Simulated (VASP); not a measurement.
# SiC (F-43m) in VASP: a series of runs, part 2 of 2

VASP 6.6.1. Earlier steps stand in the parts before.

**3. Single point, LDA**

This run uses another cell than the first one, of 9.74 Å³/atom, 0.989 times its volume.

Contents of INCAR:

```
SYSTEM = SiC
PREC = Accurate ; ENCUT = 520
EDIFF = 1E-7 ; ISMEAR = 0
SIGMA = 0.01 ; LREAL = .FALSE.
LASPH = .TRUE. ; NELM = 80
ALGO = Normal ; ISIF = 2
LWAVE = .FALSE. ; LCHARG = .FALSE.
GGA = CA ; NBANDS = 11
```

Contents of KPOINTS:

```
Automatic mesh
0
G
  10 10 10
  0 0 0
```

Contents of POSCAR:

```
SiC
1.0
    0.0000000000      2.1356067249      2.1356067249
    2.1356067249      0.0000000000      2.1356067249
    2.1356067249      2.1356067249      0.0000000000
Si C
1 1
Direct
    0.0000000000      0.0000000000      0.0000000000
    0.7500000000      0.7500000000      0.7500000000
```

Potentials or basis: VASP PAW LDA potentials, release 64 (Si, C).

Command:

```
$ cat potpaw_LDA.64/Si/POTCAR potpaw_LDA.64/C/POTCAR > POTCAR
$ mpirun -np 1 vasp_std > vasp.out
```

OUTCAR:

```text
SYSTEM = SiC
   PREC = Accurate
   ENCUT = 520
   EDIFF = 1E-7
   ISMEAR = 0
   LREAL = .FALSE.
   LASPH = .TRUE.
   NELM = 80
   ISIF = 2
   GGA = CA

 ion  position               nearest neighbor table
   1  0.000  0.000  0.000-   2 1.85   2 1.85   2 1.85   2 1.85
   2  0.750  0.750  0.750-   1 1.85   1 1.85   1 1.85   1 1.85

  LATTYP: Found a face centered cubic cell.
 ALAT       =     4.2712134498

  Lattice vectors:

 A1 = (   0.0000000000,   2.1356067249,   2.1356067249)
 A2 = (   2.1356067249,   0.0000000000,   2.1356067249)
 A3 = (   2.1356067249,   2.1356067249,   0.0000000000)

Analysis of symmetry for initial positions (statically):
=====================================================================
 Subroutine PRICEL returns:
 Original cell was already a primitive cell.

 Routine SETGRP: Setting up the symmetry group for a
 face centered cubic supercell.

 Subroutine GETGRP returns: Found 24 space group operations
 (whereof 24 operations were pure point group operations)
 out of a pool of 48 trial point group operations.

The static configuration has the point symmetry T_d .

Analysis of symmetry for dynamics (positions and initial velocities):
[... 171 lines left out ...]
      4       8.7626      2.00000
      5      15.7705      0.00000
      6      16.3814      0.00000
      7      16.3814      0.00000
      8      16.3814      0.00000
      9      23.5781      0.00000
     10      23.5781      0.00000
     11      25.8883      0.00000
[... 309 lines left out ...]
 k-point    24 :       0.4000    0.3000    0.0000
  band No.  band energies     occupation
      1      -3.7087      2.00000
      2       3.1599      2.00000
      3       5.4775      2.00000
      4       6.0364      2.00000
      5      11.6119      0.00000
      6      14.5187      0.00000
      7      20.9062      0.00000
      8      21.1180      0.00000
      9      23.0755      0.00000
     10      27.2878      0.00000
     11      30.8032      0.00000

 [... further k-points ...]

------------------------ aborting loop because EDIFF is reached ----------------------------------------

  FORCE on cell =-STRESS in cart. coord.  units (eV):
  Direction    XX          YY          ZZ          XY          YZ          ZX
  --------------------------------------------------------------------------------------
  -------------------------------------------------------------------------------------
  Total        1.2683647      1.2683647      1.2683647      0.0000000      0.0000000     -0.0000000
  in kB      104.3183912    104.3183912    104.3183912      0.0000000      0.0000000     -0.0000000
  external PRESSURE =     104.3183912 kB  Pullay stress =       0.0000000 kB

 VOLUME and BASIS-vectors are now :
 -----------------------------------------------------------------------------
  energy-cutoff  :      520.00
  volume of cell :       19.48
      direct lattice vectors                 reciprocal lattice vectors
     0.000000000  2.135606725  2.135606725    -0.234125504  0.234125504  0.234125504
     2.135606725  0.000000000  2.135606725     0.234125504 -0.234125504  0.234125504
     2.135606725  2.135606725  0.000000000     0.234125504  0.234125504 -0.234125504

 POSITION                                       TOTAL-FORCE (eV/Angst)
 -----------------------------------------------------------------------------------
      0.00000      0.00000      0.00000         0.000000      0.000000      0.000000
      3.20341      3.20341      3.20341        -0.000000     -0.000000     -0.000000
 -----------------------------------------------------------------------------------
    total drift:                               -0.000000     -0.000000     -0.000000

  FREE ENERGIE OF THE ION-ELECTRON SYSTEM (eV)
  ---------------------------------------------------
  free  energy   TOTEN  =       -16.6158488092 eV

  energy  without entropy=      -16.6158488092  energy(sigma->0) =      -16.61584881
```

It took 3 s on 1 thread of Intel Xeon 6975P-C (Granite Rapids), shared host; peak memory 0.12 GiB.

What came out:

```yaml
Free_energy: -16.6158 eV
Pressure: 10.4 GPa
Band_gap_on_the_k_mesh: 1.25 eV, indirect (least direct gap 4.56 eV)
```

A k mesh can miss the band edges.

**4. Single point, LDA**

This run uses another cell than the first one, of 9.57 Å³/atom, 0.971 times its volume.

Contents of INCAR:

```
PREC = Accurate
ENCUT = 520
EDIFF = 1E-6
ISMEAR = 0
SIGMA = 0.01
LREAL = F
LASPH = T
NELM = 100
ALGO = Normal
ISIF = 2
LWAVE = F
LCHARG = F
GGA = CA
NBANDS = 11
```

Contents of KPOINTS:

```
regular mesh
0
Gamma
  10 10 10
```

Contents of POSCAR:

```
SiC
1.0
    0.0000000000      2.1227575765      2.1227575765
    2.1227575765      0.0000000000      2.1227575765
    2.1227575765      2.1227575765      0.0000000000
Si C
1 1
Direct
    0.0000000000      0.0000000000      0.0000000000
    0.7500000000      0.7500000000      0.7500000000
```

Command:

```
$ cat potpaw_LDA.64/Si/POTCAR potpaw_LDA.64/C/POTCAR > POTCAR
$ mpirun -np 1 vasp_std > vasp.out
```

It took 2.6 s on 1 thread of Intel Xeon 6975P-C (Granite Rapids), shared host; peak memory 0.12 GiB.

It converged, with:

```yaml
Free_energy: -16.5875 eV
Pressure: 15.5 GPa
Band_gap_on_the_k_mesh: 1.23 eV, indirect (least direct gap 4.58 eV)
```

Levels at points of the mesh, in eV from the valence-band top:
| k point | band 1 | band 2 | band 3 | band 4 | band 5 | band 6 | band 7 | band 8 |
| --- | --- | --- | --- | --- | --- | --- | --- | --- |
| (0.00, 0.00, 0.00) | -15.94 | 0.00 | 0.00 | 0.00 | 7.22 | 7.75 | 7.75 | 7.75 |
| (0.50, 0.00, 0.00) | -12.02 | -9.00 | -1.07 | -1.07 | 6.12 | 7.45 | 7.45 | 10.36 |
| (0.50, 0.50, 0.00) | -10.46 | -8.07 | -3.34 | -3.34 | 1.23 | 4.47 | 14.75 | 14.75 |

**5. Single point, LDA**

This run uses another cell than the first one, of 10.10 Å³/atom, 1.025 times its volume.

INCAR: that of step 4 with these lines changed.

```diff
@@ -12,3 +12,2 @@
 LCHARG = F
-GGA = CA
 NBANDS = 11
```

KPOINTS is that of step 4.

Contents of POSCAR:

```
SiC
1.0
    0.0000000000      2.1614133338      2.1614133338
    2.1614133338      0.0000000000      2.1614133338
    2.1614133338      2.1614133338      0.0000000000
Si C
1 1
Direct
    0.0000000000      0.0000000000      0.0000000000
    0.7500000000      0.7500000000      0.7500000000
```

Potentials or basis: VASP PAW LDA potentials, release 64 (Si, C).

Command:

```
$ cat potpaw_LDA.64/Si/POTCAR potpaw_LDA.64/C/POTCAR > POTCAR
$ mpirun -np 1 vasp_std > vasp.out
```

OUTCAR:

```text
PREC = Accurate
   ENCUT = 520
   EDIFF = 1E-6
   ISMEAR = 0
   LREAL = F
   LASPH = T
   NELM = 100
   ISIF = 2

 ion  position               nearest neighbor table
   1  0.000  0.000  0.000-   2 1.87   2 1.87   2 1.87   2 1.87
   2  0.750  0.750  0.750-   1 1.87   1 1.87   1 1.87   1 1.87

  LATTYP: Found a face centered cubic cell.
 ALAT       =     4.3228266676

  Lattice vectors:

 A1 = (   0.0000000000,   2.1614133338,   2.1614133338)
 A2 = (   2.1614133338,   0.0000000000,   2.1614133338)
[... 512 lines left out ...]
      6      13.9433      0.00000
      7      20.0858      0.00000
      8      20.3486      0.00000
      9      22.2131      0.00000
     10      26.5270      0.00000
     11      29.8290      0.00000

 [... further k-points ...]
[... 5 lines left out ...]
  --------------------------------------------------------------------------------------
  -------------------------------------------------------------------------------------
  Total        0.1774250      0.1774250      0.1774250     -0.0000000      0.0000000     -0.0000000
  in kB       14.0760893     14.0760893     14.0760893     -0.0000000      0.0000000     -0.0000000
  external PRESSURE =      14.0760893 kB  Pullay stress =       0.0000000 kB

 VOLUME and BASIS-vectors are now :
 -----------------------------------------------------------------------------
  energy-cutoff  :      520.00
  volume of cell :       20.19
      direct lattice vectors                 reciprocal lattice vectors
     0.000000000  2.161413334  2.161413334    -0.231330117  0.231330117  0.231330117
     2.161413334  0.000000000  2.161413334     0.231330117 -0.231330117  0.231330117
     2.161413334  2.161413334  0.000000000     0.231330117  0.231330117 -0.231330117

 POSITION                                       TOTAL-FORCE (eV/Angst)
 -----------------------------------------------------------------------------------
      0.00000      0.00000      0.00000        -0.000000     -0.000000     -0.000000
      3.24212      3.24212      3.24212         0.000000      0.000000      0.000000
 -----------------------------------------------------------------------------------
    total drift:                               -0.000000     -0.000000     -0.000000

  FREE ENERGIE OF THE ION-ELECTRON SYSTEM (eV)
  ---------------------------------------------------
  free  energy   TOTEN  =       -16.6419870234 eV

  energy  without entropy=      -16.6419870234  energy(sigma->0) =      -16.64198702
```

stdout:

```text
POSCAR found type information on POSCAR SiC
 POSCAR found :  2 types and       2 ions
 scaLAPACK will be used
 LDA part: xc-table for (Slater(with rela. corr.)+CA(PZ))
 , standard interpolation
 POSCAR, INCAR and KPOINTS ok, starting setup
 FFT: planning ... GRIDC
 FFT: planning ... GRID_SOFT
 FFT: planning ... GRID
 WAVECAR not read
 entering main loop
```

Run time: 2.7 s. Hardware: 1 thread of Intel Xeon 6975P-C (Granite Rapids), shared host; peak memory 0.12 GiB.

What came out:

```
Free energy            : -16.6420 eV
Pressure               : 1.4 GPa
Band gap on the k mesh : 1.28 eV, indirect (least direct gap 4.52 eV)
```

A k mesh can miss the band edges. LDA gaps usually lie below the measured ones, often by a third to a half.

**6. Single point, LDA**

This run uses another cell than the first one, of 10.06 Å³/atom, 1.021 times its volume.

Contents of INCAR:

```
PREC = Accurate
ENCUT = 520
EDIFF = 1E-6
ISMEAR = 0
SIGMA = 0.01
LREAL = False
LASPH = True
NELM = 100
ALGO = Normal
ISIF = 2
LWAVE = False
LCHARG = False
NBANDS = 11
```

KPOINTS is that of step 5.

Contents of POSCAR:

```
SiC
1.0
    0.0000000000      2.1583779033      2.1583779033
    2.1583779033      0.0000000000      2.1583779033
    2.1583779033      2.1583779033      0.0000000000
Si C
1 1
Direct
    0.0000000000      0.0000000000      0.0000000000
    0.7500000000      0.7500000000      0.7500000000
```

Potentials or basis: VASP PAW LDA potentials, release 64 (Si, C).

Command:

```
$ cat potpaw_LDA.64/Si/POTCAR potpaw_LDA.64/C/POTCAR > POTCAR
$ mpirun -np 1 vasp_std > vasp.out
```

Wall time 2.6 s (1 thread of Intel Xeon 6975P-C (Granite Rapids), shared host); peak memory 0.12 GiB.

It converged, with:

- Free energy: -16.6409 eV
- Pressure: 2.4 GPa
- Band gap on the k mesh: 1.28 eV, indirect (least direct gap 4.53 eV)

Levels at points of the mesh, in eV from the valence-band top:
```tsv
k point	band 1	band 2	band 3	band 4	band 5	band 6	band 7	band 8
(0.00, 0.00, 0.00)	-15.54	0.00	0.00	0.00	6.63	7.39	7.39	7.39
(0.50, 0.00, 0.00)	-11.81	-8.71	-1.06	-1.06	5.65	7.24	7.24	10.08
(0.50, 0.50, 0.00)	-10.30	-7.90	-3.25	-3.25	1.28	4.29	14.16	14.16
```

A k mesh can miss the band edges. LDA gaps usually lie below the measured ones, often by a third to a half.

**7. Summary**

| cell | gap on the mesh (eV) | pressure (GPa) |
| --- | --- | --- |
| a = 3.032 Å, angles 60.0°, 2 atoms | 1.26 | 7.4 |
| a = 3.020 Å, angles 60.0°, 2 atoms | 1.25 | 10.4 |
| a = 3.002 Å, angles 60.0°, 2 atoms | 1.23 | 15.5 |
| a = 3.057 Å, angles 60.0°, 2 atoms | 1.28 | 1.4 |
| a = 3.052 Å, angles 60.0°, 2 atoms | 1.28 | 2.4 |

Alike in all rows: task single point; level LDA; potentials or basis VASP PAW LDA potentials, release 64 (Si, C); no spin polarisation; k mesh 10 × 10 × 10; cutoff (eV) 520; smearing gaussian 0.01 eV.

Total energies depend on the potentials used, so only differences within one code and one set of settings carry meaning.
